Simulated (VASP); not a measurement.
# Ru (Fd-3m) in VASP: further runs

Ru is run at these levels: revPBE; tasks: single point, relaxation of cell and atoms.

All numbers are computed with VASP 6.6.1; they aren't measurements. Logs are shortened: lines on timing, memory, paths and dates and some standing lists are left out, and cuts for length are marked.

## (1) The cell of the first run

The structure is cubic, space group Fd-3m (No. 227). The conventional cell has a = 5.689 Å, b = 5.689 Å, c = 5.689 Å, α = 90.00°, β = 90.00°, γ = 90.00°. Ru (site symmetry -43m) has 4 Ru at 2.46 Å within 3.3 Å.

## (2) Single point, revPBE (volume scaled by 1.12)

File INCAR:

```
  ALGO = Normal
  EDIFF = 1E-7
  ENCUT = 520
  GGA = RE
  ISIF = 2
  ISMEAR = -1
  LASPH = T
  LCHARG = T
  LELF = T
  LREAL = F
  LVHAR = T
  LWAVE = F
  NBANDS = 21
  NELM = 80
  PREC = Accurate
  SIGMA = 0.1
```

File KPOINTS:

```
k-points
0
Gamma
  11 11 11
```

File POSCAR:

```
Ru
1.0
    0.0000000000      2.8446124233      2.8446124233
    2.8446124233      0.0000000000      2.8446124233
    2.8446124233      2.8446124233      0.0000000000
Ru
2
Direct
    0.1250000000      0.1250000000      0.1250000000
    0.8750000000      0.8750000000      0.8750000000
```

Potentials or basis: VASP PAW PBE potentials, release 64 (Ru_pv).

On the command line:

```sh
$ cat potpaw_PBE.64/Ru_pv/POTCAR > POTCAR
$ mpirun -np 1 vasp_std > vasp.out
```

OUTCAR:

```text
EDIFF = 1E-7
   ENCUT = 520
   GGA = RE
   ISIF = 2
   ISMEAR = -1
   LASPH = T
   LREAL = F
   NELM = 80
   PREC = Accurate

 ion  position               nearest neighbor table
   1  0.125  0.125  0.125-   2 2.46   2 2.46   2 2.46   2 2.46
   2  0.875  0.875  0.875-   1 2.46   1 2.46   1 2.46   1 2.46

  LATTYP: Found a face centered cubic cell.
 ALAT       =     5.6892248466

  Lattice vectors:

 A1 = (   0.0000000000,   2.8446124233,   2.8446124233)
 A2 = (   2.8446124233,   0.0000000000,   2.8446124233)
 A3 = (   2.8446124233,   2.8446124233,   0.0000000000)

Analysis of symmetry for initial positions (statically):
=====================================================================
 Subroutine PRICEL returns:
 Original cell was already a primitive cell.

 Routine SETGRP: Setting up the symmetry group for a
 face centered cubic supercell.

 Subroutine GETGRP returns: Found 48 space group operations
 (whereof 12 operations were pure point group operations)
 out of a pool of 48 trial point group operations.

The static configuration has the point symmetry D_3d.
 The point group associated with its full space group is O_h .

Analysis of symmetry for dynamics (positions and initial velocities):
=====================================================================
 Subroutine PRICEL returns:
 Original cell was already a primitive cell.

 Routine SETGRP: Setting up the symmetry group for a
 face centered cubic supercell.

 Subroutine GETGRP returns: Found 48 space group operations
 (whereof 12 operations were pure point group operations)
 out of a pool of 48 trial point group operations.

The dynamic configuration has the point symmetry D_3d.
 The point group associated with its full space group is O_h .

 Subroutine INISYM returns: Found 48 space group operations
 (whereof 12 operations are pure point group operations),
 and found     1 'primitive' translations

----------------------------------------------------------------------------------------

                                     Primitive cell

  volume of cell :      46.0362

  direct lattice vectors                    reciprocal lattice vectors
     0.000000000  2.844612423  2.844612423    -0.175770870  0.175770870  0.175770870
     2.844612423  0.000000000  2.844612423     0.175770870 -0.175770870  0.175770870
     2.844612423  2.844612423  0.000000000     0.175770870  0.175770870 -0.175770870

  length of vectors
     4.022889469  4.022889469  4.022889469     0.304444077  0.304444077  0.304444077

  position of ions in fractional coordinates (direct lattice)
     0.125000000  0.125000000  0.125000000
     0.875000000  0.875000000  0.875000000

  ion indices of the primitive-cell ions
   primitive index   ion index
                 1           1
                 2           2

----------------------------------------------------------------------------------------

 KPOINTS: k-points

Automatic generation of k-mesh.
 Grid dimensions read from file:
 generate k-points for:   11   11   11

 Generating k-lattice:

  Cartesian coordinates                     Fractional coordinates (reciprocal lattice)
    -0.015979170  0.015979170  0.015979170     0.090909091  0.000000000  0.000000000
     0.015979170 -0.015979170  0.015979170     0.000000000  0.090909091  0.000000000
     0.015979170  0.015979170 -0.015979170     0.000000000  0.000000000  0.090909091

  Length of vectors
     0.027676734  0.027676734  0.027676734

  Shift w.r.t. Gamma in fractional coordinates (k-lattice)
     0.000000000  0.000000000  0.000000000

 Subroutine IBZKPT returns following result:
 ===========================================

 Found     56 irreducible k-points:

 Following reciprocal coordinates:
            Coordinates               Weight
  0.000000  0.000000  0.000000      1.000000
  0.090909  0.000000  0.000000      8.000000
  0.181818  0.000000  0.000000      8.000000
  0.272727  0.000000  0.000000      8.000000
  0.363636  0.000000  0.000000      8.000000
  0.454545  0.000000  0.000000      8.000000
[... 16 lines left out ...]
 -0.272727  0.181818  0.000000     24.000000
 -0.181818  0.181818  0.000000     12.000000
 [... further k-points ...]
   k-points           NKPTS =     56   k-points in BZ     NKDIM =     56   number of bands    NBANDS=     21
   number of dos      NEDOS =    301   number of ions     NIONS =      2
   total plane-waves  NPLWV =  27000
   dimension x,y,z NGX =    30 NGY =   30 NGZ =   30
   dimension x,y,z NGXF=    60 NGYF=   60 NGZF=   60
   ions per type =               2
   NGX,Y,Z   is equivalent  to a cutoff of  12.40, 12.40, 12.40 a.u.
   NGXF,Y,Z  is equivalent  to a cutoff of  24.80, 24.80, 24.80 a.u.
 SYSTEM =  unknown system
   PREC   = accura    normal or accurate (medium, high low for compatibility)
   ISTART =      0    job   : 0-new  1-cont  2-samecut
   ICHARG =      2    charge: 1-file 2-atom 10-const
   ISPIN  =      1    spin polarized calculation?
   LNONCOLLINEAR =      F non collinear calculations
   LSORBIT =      F    spin-orbit coupling
   LASPH  =      T    aspherical Exc in radial PAW
   ENCUT  =  520.0 eV  38.22 Ry    6.18 a.u.   7.48  7.48  7.48*2*pi/ulx,y,z
   NELM   =     80;   NELMIN=  2; NELMDL= -5     # of ELM steps
   EDIFF  = 0.1E-06   stopping-criterion for ELM
   LREAL  =      F    real-space projection
   EDIFFG = 0.1E-05   stopping-criterion for IOM
   NSW    =      0    number of steps for IOM
   IBRION =     -1    ionic relax: 0-MD 1-quasi-New 2-CG
   NFREE  =      0    steps in history (QN), initial steepest desc. (CG)
   ISIF   =      2    stress and relaxation
   ISYM   =      2    0-nonsym 1-usesym 2-fastsym
   POTIM  = 0.5000    time-step for ionic-motion
   TEBEG  =    0.0;   TEEND  =   0.0 temperature during run
   PSTRESS=    0.0 pullay stress
   NELECT =      28.0000    total number of electrons
   NUPDOWN=      -1.0000    fix difference up-down
   EMIN   =  10.00;   EMAX   =-10.00  energy-range for DOS
   EFERMI =   0.00;   METHOD = LEGACY
   ISMEAR =    -1;   SIGMA  =   0.10  broadening in eV -4-tet -1-fermi 0-gaus
   EFERMI_NEDOS =   21; number of points for ismear=-14 and -15
   IALGO  =     38    algorithm
   IMIX   =      4    mixing-type and parameters
     AMIX     =   0.40;   BMIX     =  1.00
     AMIX_MAG =   1.60;   BMIX_MAG =  1.00
  volume/ion in A,a.u.               =      23.02       155.33
  Fermi-wavevector in a.u.,A,eV,Ry     =   1.387057  2.621158 26.176630  1.923928
  Thomas-Fermi vector in A             =   2.511314
   LORBIT       =      0    0 simple, 1 ext, 2 COOP (PROOUT), +10 PAW based schemes
   GGA     = RE    functional components
   LHFCALC =     F    Hartree Fock is set to
   AEXX    =    0.0000 exact exchange contribution
   IVDW    =     0    specifies the selected vdW correction
   LEPSILON=     F    determine dielectric tensor
   LRPA    =     F    only Hartree local field effects (RPA)
 non-spin polarized calculation
  energy-cutoff  :      520.00
  volume of cell :       46.04
 maximum number of plane-waves:      1258
 NGX is ok and might be reduce to    30
   NGX = 15   NGY = 15   NGZ = 15

 number of electron      27.9999997 magnetization

 Free energy of the ion-electron system (eV)
  ---------------------------------------------------
  ext. energy  EPLUGINS =         0.00000000
  ---------------------------------------------------
  free energy    TOTEN  =       -14.98996531 eV

  energy without entropy =      -14.91780719  energy(sigma->0) =      -14.95388625

 E-fermi :   5.6247     XC(G=0): -10.5735

 val. band max:        5.6066467543   @ k =   0.2727   0.1818   0.0000
 cond. band min:       5.6592838358   @ k =   0.4545   0.1818   0.0000
 fundamental gap:      0.0526370815
 Fermi energy:         5.6246811495

 k-point     1 :       0.0000    0.0000    0.0000
  band No.  band energies     occupation
      1     -37.2243      2.00000
      2     -37.2243      2.00000
      3     -37.2243      2.00000
      4     -36.6119      2.00000
      5     -36.6119      2.00000
      6     -36.6119      2.00000
[... 13 lines left out ...]
     20      17.7669      0.00000
     21      18.0739      0.00000

 k-point     2 :       0.0909    0.0000    0.0000
  band No.  band energies     occupation
      1     -37.2299      2.00000
      2     -37.2299      2.00000
      3     -37.2228      2.00000
      4     -36.6140      2.00000
      5     -36.6061      2.00000
      6     -36.6061      2.00000
[... 13 lines left out ...]
     20      16.7456      0.00000
     21      17.4143      0.00000

 k-point     3 :       0.1818    0.0000    0.0000
  band No.  band energies     occupation
      1     -37.2444      2.00000
      2     -37.2444      2.00000
      3     -37.2188      2.00000
      4     -36.6195      2.00000
      5     -36.5911      2.00000
      6     -36.5911      2.00000
[... 13 lines left out ...]
     20      16.7804      0.00000
     21      16.7804      0.00000

 k-point     4 :       0.2727    0.0000    0.0000
  band No.  band energies     occupation
      1     -37.2624      2.00000
      2     -37.2624      2.00000
      3     -37.2137      2.00000
      4     -36.6267      2.00000
      5     -36.5725      2.00000
      6     -36.5725      2.00000
[... 13 lines left out ...]
     20      15.9976      0.00000
     21      16.1941      0.00000

 k-point     5 :       0.3636    0.0000    0.0000
  band No.  band energies     occupation
      1     -37.2781      2.00000
      2     -37.2781      2.00000
      3     -37.2091      2.00000
      4     -36.6331      2.00000
      5     -36.5561      2.00000
      6     -36.5561      2.00000
[... 13 lines left out ...]
     20      15.3925      0.00000
     21      15.9003      0.00000
[... 382 lines left out ...]
     20      13.5657      0.00000
     21      15.9696      0.00000

 k-point    22 :      -0.3636    0.1818    0.0000
  band No.  band energies     occupation
      1     -37.3385      2.00000
      2     -37.2961      2.00000
      3     -37.1251      2.00000
      4     -36.7164      2.00000
      5     -36.5375      2.00000
      6     -36.4980      2.00000
[... 13 lines left out ...]
     20      14.2596      0.00000
     21      16.0783      0.00000

 k-point    23 :      -0.2727    0.1818    0.0000
  band No.  band energies     occupation
      1     -37.3256      2.00000
      2     -37.2797      2.00000
      3     -37.1477      2.00000
      4     -36.6931      2.00000
      5     -36.5546      2.00000
      6     -36.5105      2.00000
[... 13 lines left out ...]
     20      15.2794      0.00000
     21      16.2525      0.00000

 k-point    24 :      -0.1818    0.1818    0.0000
  band No.  band energies     occupation
      1     -37.3017      2.00000
      2     -37.2618      2.00000
      3     -37.1756      2.00000
      4     -36.6643      2.00000
      5     -36.5731      2.00000
      6     -36.5340      2.00000
[... 13 lines left out ...]
     20      16.4642      0.00000
     21      16.4805      0.00000

 [... further k-points ...]
[... 5 lines left out ...]
  --------------------------------------------------------------------------------------
  -------------------------------------------------------------------------------------
  Total       -3.8075105     -3.8075105     -3.8075105      0.0000000      0.0000000      0.0000000
  in kB     -132.5111412   -132.5111412   -132.5111412      0.0000000      0.0000000      0.0000000
  external PRESSURE =    -132.5111412 kB  Pullay stress =       0.0000000 kB

 VOLUME and BASIS-vectors are now :
 -----------------------------------------------------------------------------
  energy-cutoff  :      520.00
  volume of cell :       46.04
      direct lattice vectors                 reciprocal lattice vectors
     0.000000000  2.844612423  2.844612423    -0.175770870  0.175770870  0.175770870
     2.844612423  0.000000000  2.844612423     0.175770870 -0.175770870  0.175770870
     2.844612423  2.844612423  0.000000000     0.175770870  0.175770870 -0.175770870

 POSITION                                       TOTAL-FORCE (eV/Angst)
 -----------------------------------------------------------------------------------
      0.71115      0.71115      0.71115        -0.000000      0.000000      0.000000
      4.97807      4.97807      4.97807         0.000000     -0.000000     -0.000000
 -----------------------------------------------------------------------------------
    total drift:                               -0.000000      0.000000      0.000000

  FREE ENERGIE OF THE ION-ELECTRON SYSTEM (eV)
  ---------------------------------------------------
  free  energy   TOTEN  =       -14.9899653109 eV

  energy  without entropy=      -14.9178071902  energy(sigma->0) =      -14.95388625
```

It took 23 s on 1 thread of Intel Xeon 6975P-C (Granite Rapids), shared host; peak memory 0.19 GiB.

Results:

```
Free energy            : -14.9900 eV
Pressure               : -13.3 GPa
Band gap on the k mesh : zero (band 14 reaches 5.91 eV, above the bottom of band 15 at 5.19 eV)
```

Caveat: the cell differs from its parent crystal (volume scaled by 1.12); the PAW data sets were made with another functional, which shifts forces and pressure a little.

## (3) Relaxation of cell and atoms, revPBE

This run uses another cell than the first one, of 18.30 Å³/atom, 0.795 times its volume.

File INCAR:

```
ALGO = Normal
EDIFF = 1E-6
EDIFFG = -0.01
ENCUT = 600
GGA = RE
IBRION = 2
ISIF = 3
ISMEAR = -1
LASPH = True
LCHARG = False
LREAL = False
LWAVE = False
NELM = 60
NSW = 80
PREC = Accurate
SIGMA = 0.1
```

File KPOINTS:

```
k-points
0
Gamma
  10 10 10
```

File POSCAR:

```
Ru
1.0
    0.0000000000      2.6351714020      2.6351714020
    2.6351714020      0.0000000000      2.6351714020
    2.6351714020      2.6351714020      0.0000000000
Ru
2
Direct
    0.1250000000      0.1250000000      0.1250000000
    0.8750000000      0.8750000000      0.8750000000
```

Potentials or basis: VASP PAW PBE potentials, release 64 (Ru_pv).

On the command line:

```sh
$ cat potpaw_PBE.64/Ru_pv/POTCAR > POTCAR
$ mpirun -np 1 vasp_std > vasp.out
```

It took 70 s on 1 thread of Intel Xeon 6975P-C (Granite Rapids), shared host; peak memory 0.19 GiB.

It converged, with:

- Free energy: -15.2094 eV
- Relaxed volume: 20.57 Å³/atom
- Relaxed cell: a = 3.875 Å, b = 3.875 Å, c = 3.875 Å, α = 60.00°, β = 60.00°, γ = 60.00°
- Space group after relaxing (to 0.05 Å): Fd-3m (No. 227)
- Energy gained by relaxing: 154.2 meV/atom
- Ionic steps: 8
- Pressure after relaxing: 0.1 GPa
- Band gap on the k mesh: zero (band 14 reaches 7.38 eV, above the bottom of band 15 at 6.44 eV)

Step by step:
```tsv
step	energy change (eV)	largest force (eV/Å)	pressure (GPa)	volume (Å³)
1	0.0000	0.0000	24.25	36.60
2	0.7379	0.0000	-21.31	53.32
3	-0.3062	0.0000	-1.64	41.61
4	-0.3084	0.0000	-0.28	41.24
5	-0.3085	0.0000	0.10	41.14
6	-0.3085	0.0000	0.08	41.14
7	-0.3085	0.0000	0.08	41.14
8	-0.3085	0.0000	0.07	41.14
```

Final structure:
```
CELL_PARAMETERS angstrom
0.00000 2.74004 2.74004
2.74004 0.00000 2.74004
2.74004 2.74004 0.00000
ATOMIC_POSITIONS crystal
Ru 0.12500 0.12500 0.12500
Ru 0.87500 0.87500 0.87500
```

Levels at points of the mesh, in eV from the Fermi level:
```tsv
k point	band 12	band 13	band 14	band 15	band 16	band 17
(0.00, 0.00, 0.00)	-3.15	-0.46	-0.46	-0.46	1.78	1.78
(0.50, 0.00, 0.00)	-3.14	-0.35	0.20	0.20	1.36	1.36
(0.50, 0.50, 0.00)	-1.38	-1.24	-1.24	1.64	1.64	3.32
```

Caveat: the PAW data sets were made with another functional, which shifts forces and pressure a little.
